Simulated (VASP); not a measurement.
Write the native input for VASP 6.6.1 that does the following.

```yaml
Task: electric field gradients
Functional: PBEsol
Potentials_or_basis: VASP PAW PBE potentials, release 64 (Rh_pv)
Cutoff: 520 eV
k_mesh: 16 × 16 × 16
Occupations: fermi-dirac, width 0.08 eV
Spin: no spin polarisation
Dipole_correction: no
Further_INCAR_settings: ALGO = Normal; EDIFF = 1e-08; NBANDS = 14
```

The structure of Rh lies in POSCAR:

```
Rh
1.0
   -0.0190155000      1.8920422500      1.8920422500
    1.8920422500     -0.0190155000      1.8920422500
    1.8920422500      1.8920422500     -0.0190155000
Rh
1
Direct
    0.0000000000      0.0000000000      0.0000000000
```

This cell differs from its parent crystal: equal xy, yz and zx shear strains of -1 %.

These files were run (other wordings do the same):

INCAR

```
SYSTEM = Rh
PREC = Accurate
ENCUT = 520
EDIFF = 1E-8
ISMEAR = -1
SIGMA = 0.08
LREAL = .False.
LASPH = .True.
NELM = 80
ALGO = Normal
ISIF = 2
LWAVE = .False.
LCHARG = .False.
GGA = PS
LEFG = .True.
NBANDS = 14
```

KPOINTS

```
regular mesh
0
Gamma
  16 16 16
  0 0 0
```

Potentials or basis: VASP PAW PBE potentials, release 64 (Rh_pv).

Launch:

```bash
$ cat potpaw_PBE.64/Rh_pv/POTCAR > POTCAR
$ mpirun -np 1 vasp_std > vasp.out
```

It gave:

The pressure is -4.8 GPa.

Caveat: the cell differs from its parent crystal (equal xy, yz and zx shear strains of -1 %); without QUAD_EFG the Cq values of the log hold for a quadrupole moment of 1 mb, not for the nuclei; the PAW data sets were made with another functional, which shifts forces and pressure a little.

Run time: 83 s on 1 thread of Intel(R) Xeon(R) Platinum 8259CL CPU @ 2.50GHz (Skylake/Cascade Lake), with other jobs on the host, peak memory 0.18 GiB.
